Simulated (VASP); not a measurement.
# Fe3Ge (Pm-3m) in VASP: notebook, part 2 of 2

VASP 6.6.1. Earlier steps stand in the parts before.

## (4) Single point, PBEsol, collinear spin, ferromagnetic start (13.49 Å³/atom)

This run uses another cell than the first one, of 13.49 Å³/atom.

INCAR

```
PREC = Accurate ; ENCUT = 520
EDIFF = 1E-6 ; ISMEAR = -1
SIGMA = 0.03 ; LREAL = F
LASPH = T ; NELM = 150
ALGO = Normal ; ISIF = 2
LWAVE = F ; LCHARG = F
ISPIN = 2 ; MAGMOM = 3 3 3 0
LORBIT = 11 ; LMAXMIX = 4
GGA = PS ; NBANDS = 31
```

KPOINTS

```
regular mesh
0
Gamma
  9 9 9
```

POSCAR

```
Fe3Ge
1.0
    3.7786618994      0.0000000000      0.0000000000
    0.0000000000      3.7786618994      0.0000000000
    0.0000000000      0.0000000000      3.7786618994
Fe Ge
3 1
Direct
    0.0000000000      0.5000000000      0.5000000000
    0.5000000000      0.5000000000      0.0000000000
    0.5000000000      0.0000000000      0.5000000000
    0.0000000000      0.0000000000      0.0000000000
```

Potentials or basis: VASP PAW PBE potentials, release 64 (Fe, Ge_d).

The run is started by

```console
> cat potpaw_PBE.64/Fe/POTCAR potpaw_PBE.64/Ge_d/POTCAR > POTCAR
> mpirun -np 1 vasp_std > vasp.out
```

OUTCAR:

```text
PREC = Accurate
   ENCUT = 520
   EDIFF = 1E-6
   ISMEAR = -1
   LREAL = F
   LASPH = T
   NELM = 150
   ISIF = 2
   ISPIN = 2
   LORBIT = 11
   GGA = PS

 ion  position               nearest neighbor table
   1  0.000  0.500  0.500-   2 2.67   3 2.67   4 2.67   2 2.67   4 2.67   3 2.67   4 2.67   4 2.67
                             2 2.67   3 2.67   2 2.67   3 2.67
   2  0.500  0.500  0.000-   1 2.67   3 2.67   4 2.67   1 2.67   3 2.67   3 2.67   4 2.67   3 2.67
                             1 2.67   4 2.67   1 2.67   4 2.67
   3  0.500  0.000  0.500-   1 2.67   2 2.67   4 2.67   2 2.67   4 2.67   1 2.67   2 2.67   2 2.67
                             1 2.67   4 2.67   4 2.67   1 2.67
   4  0.000  0.000  0.000-   1 2.67   2 2.67   3 2.67   1 2.67   3 2.67   1 2.67   2 2.67   1 2.67
[... 1867 lines left out ...]

 POSITION                                       TOTAL-FORCE (eV/Angst)
 -----------------------------------------------------------------------------------
      0.00000      1.88933      1.88933         0.000000      0.000000      0.000000
      1.88933      1.88933      0.00000         0.000000      0.000000      0.000000
      1.88933      0.00000      1.88933         0.000000      0.000000      0.000000
      0.00000      0.00000      0.00000         0.000000      0.000000      0.000000
 -----------------------------------------------------------------------------------
    total drift:                               -0.000000      0.000000      0.000000

  FREE ENERGIE OF THE ION-ELECTRON SYSTEM (eV)
  ---------------------------------------------------
  free  energy   TOTEN  =       -31.6337162346 eV

  energy  without entropy=      -31.6254905908  energy(sigma->0) =      -31.62960341

 total charge

# of ion       s       p       d       tot
------------------------------------------
    1        0.399   0.429   6.201   7.030
    2        0.399   0.429   6.201   7.030
    3        0.399   0.429   6.201   7.030
    4        1.085   1.203  10.068  12.356
--------------------------------------------------
tot          2.283   2.491  28.670  33.444

 magnetization (x)

# of ion       s       p       d       tot
------------------------------------------
    1        0.000  -0.012   2.493   2.481
    2        0.000  -0.012   2.493   2.481
    3        0.000  -0.012   2.493   2.481
    4        0.003  -0.136   0.003  -0.130
--------------------------------------------------
tot          0.004  -0.172   7.482   7.314
```

stdout:

```text
POSCAR found type information on POSCAR FeGe
 POSCAR found :  2 types and       4 ions
 scaLAPACK will be used
 -----------------------------------------------------------------------------
|                                                                             |
|                                                                             |
|     You enforced a specific xc type in the INCAR file but a different       |
|     I HOPE YOU KNOW WHAT YOU ARE DOING!                                     |
|                                                                             |
 -----------------------------------------------------------------------------

 LDA part: xc-table for (Slater+PW92), standard interpolation
 POSCAR, INCAR and KPOINTS ok, starting setup
 FFT: planning ... GRIDC
 FFT: planning ... GRID_SOFT
 FFT: planning ... GRID
 WAVECAR not read
 entering main loop
```

Run time: 97 s. Hardware: 1 thread of Intel Xeon 8259CL, shared host; peak memory 0.23 GiB.

What came out:

```
Free energy                                           : -31.6337 eV
Pressure                                              : -19.9 GPa
Net moment                                            : 7.30 μB per cell
Site moments                                          : Fe +2.48; Ge -0.13 μB
Valence electrons inside the program's atomic spheres : Fe 7.03; Ge 12.36
```

Levels at points of the mesh, in eV from the Fermi level:
Spin up:
| k point | band 19 | band 20 | band 21 | band 22 | band 23 | band 24 | band 25 | band 26 | band 27 | band 28 |
| --- | --- | --- | --- | --- | --- | --- | --- | --- | --- | --- |
| (0.00, 0.00, 0.00) | -1.11 | -1.11 | -1.05 | -0.67 | -0.67 | -0.67 | 2.10 | 5.83 | 5.83 | 8.73 |
Spin down:
```
           k point  band 11  band 12  band 13  band 14  band 15  band 16  band 17  band 18  band 19  band 20
(0.00, 0.00, 0.00)    -1.95    -1.95    -1.06    -1.06    -1.06     0.34     0.34     0.34     1.35     1.35
```

Caveat: the cell stands under tension; the PAW data sets were made with another functional, which shifts forces and pressure a little.

## (5) Single point, PBEsol, collinear spin, ferromagnetic start (13.49 Å³/atom)

This run uses another cell than the first one, of 13.49 Å³/atom.

INCAR

```
SYSTEM = Fe3Ge
PREC = Accurate
ENCUT = 520
EDIFF = 1E-7
ISMEAR = -1
SIGMA = 0.03
LREAL = .FALSE.
LASPH = .TRUE.
NELM = 150
ALGO = Normal
ISIF = 2
LWAVE = .FALSE.
LCHARG = .TRUE.
ISPIN = 2
MAGMOM = 3 3 3 0
LORBIT = 11
LMAXMIX = 4
GGA = PS
LELF = .TRUE.
LVHAR = .TRUE.
NBANDS = 31
```

KPOINTS

```
regular mesh
0
G
  9 9 9
  0 0 0
```

POSCAR is that of step 4.

The run is started by

```console
> cat potpaw_PBE.64/Fe/POTCAR potpaw_PBE.64/Ge_d/POTCAR > POTCAR
> mpirun -np 1 vasp_std > vasp.out
```

It took 2.2 min on 1 thread of Intel Xeon 8259CL, shared host; peak memory 0.23 GiB.

The run converged. Its results:

```
Free energy                                           : -31.6337 eV
Pressure                                              : -19.9 GPa
Net moment                                            : 7.30 μB per cell
Site moments                                          : Fe +2.48; Ge -0.13 μB
Valence electrons inside the program's atomic spheres : Fe 7.03; Ge 12.36
```

Levels at points of the mesh, in eV from the Fermi level:
Spin up:
| k point | band 20 | band 21 | band 22 | band 23 | band 24 | band 25 | band 26 | band 27 |
| --- | --- | --- | --- | --- | --- | --- | --- | --- |
| (0.00, 0.00, 0.00) | -1.11 | -1.05 | -0.67 | -0.67 | -0.67 | 2.10 | 5.83 | 5.83 |
Spin down:
```csv
k point,band 11,band 12,band 13,band 14,band 15,band 16,band 17,band 18,band 19,band 20
"(0.00, 0.00, 0.00)",-1.95,-1.95,-1.06,-1.06,-1.06,0.34,0.34,0.34,1.35,1.35
```

Caveat: the cell stands under tension; the PAW data sets were made with another functional, which shifts forces and pressure a little.

## (6) Single point, PBEsol, collinear spin, ferromagnetic start (14.47 Å³/atom)

This run uses another cell than the first one, of 14.47 Å³/atom.

INCAR

```
SYSTEM = Fe3Ge
PREC = Accurate ; ENCUT = 520
EDIFF = 1E-6 ; ISMEAR = -1
SIGMA = 0.03 ; LREAL = .FALSE.
LASPH = .TRUE. ; NELM = 150
ALGO = Normal ; ISIF = 2
LWAVE = .FALSE. ; LCHARG = .TRUE.
ISPIN = 2 ; MAGMOM = 3 3 3 0
LORBIT = 11 ; LMAXMIX = 4
GGA = PS ; LELF = .TRUE.
LVHAR = .TRUE. ; NBANDS = 31
```

KPOINTS is that of step 5.

POSCAR

```
Fe3Ge
1.0
    3.8681307176      0.0000000000      0.0000000000
    0.0000000000      3.8681307176      0.0000000000
    0.0000000000      0.0000000000      3.8681307176
Fe Ge
3 1
Direct
    0.0000000000      0.5000000000      0.5000000000
    0.5000000000      0.5000000000      0.0000000000
    0.5000000000      0.0000000000      0.5000000000
    0.0000000000      0.0000000000      0.0000000000
```

Potentials or basis: VASP PAW PBE potentials, release 64 (Fe, Ge_d).

The run is started by

```console
> cat potpaw_PBE.64/Fe/POTCAR potpaw_PBE.64/Ge_d/POTCAR > POTCAR
> mpirun -np 1 vasp_std > vasp.out
```

Wall time 2.4 min (1 thread of Intel Xeon 8259CL, shared host); peak memory 0.25 GiB.

It converged, with:

| Item | Value |
| --- | --- |
| Free energy | -31.0933 eV |
| Pressure | -23.8 GPa |
| Net moment | 7.74 μB per cell |
| Site moments | Fe +2.64; Ge -0.12 μB |
| Valence electrons inside the program's atomic spheres | Fe 6.92; Ge 12.29 |

Levels at points of the mesh, in eV from the Fermi level:
Spin up:
| k point | band 19 | band 20 | band 21 | band 22 | band 23 | band 24 | band 25 | band 26 | band 27 | band 28 |
| --- | --- | --- | --- | --- | --- | --- | --- | --- | --- | --- |
| (0.00, 0.00, 0.00) | -0.96 | -0.96 | -0.96 | -0.80 | -0.80 | -0.80 | 1.60 | 5.42 | 5.42 | 8.32 |
Spin down:
| k point | band 11 | band 12 | band 13 | band 14 | band 15 | band 16 | band 17 | band 18 | band 19 | band 20 |
| --- | --- | --- | --- | --- | --- | --- | --- | --- | --- | --- |
| (0.00, 0.00, 0.00) | -1.62 | -1.62 | -0.92 | -0.92 | -0.92 | 0.49 | 0.49 | 0.49 | 1.43 | 1.43 |

Caveat: the cell stands under tension; the PAW data sets were made with another functional, which shifts forces and pressure a little.

## (7) The runs side by side

```csv
cell,smearing,gap on the mesh (eV),pressure (GPa),moment (μB)
"a = 3.721 Å, 4 atoms",fermi-dirac 0.03 eV,none,-16.3,6.91
"a = 3.721 Å, 4 atoms",tetrahedron,none,-17.5,6.64
"a = 3.779 Å, 4 atoms",fermi-dirac 0.03 eV,none,-19.9,7.30
"a = 3.868 Å, 4 atoms",fermi-dirac 0.03 eV,none,-23.8,7.74
```

Alike in all rows: task single point; level PBEsol; potentials or basis VASP PAW PBE potentials, release 64 (Fe, Ge_d); spin collinear, ferromagnetic start; k mesh 9 × 9 × 9; cutoff (eV) 520.

Caveats: the cell stands under tension; the PAW data sets were made with another functional, which shifts forces and pressure a little.

Total energies depend on the potentials used, so only differences within one code and one set of settings carry meaning.
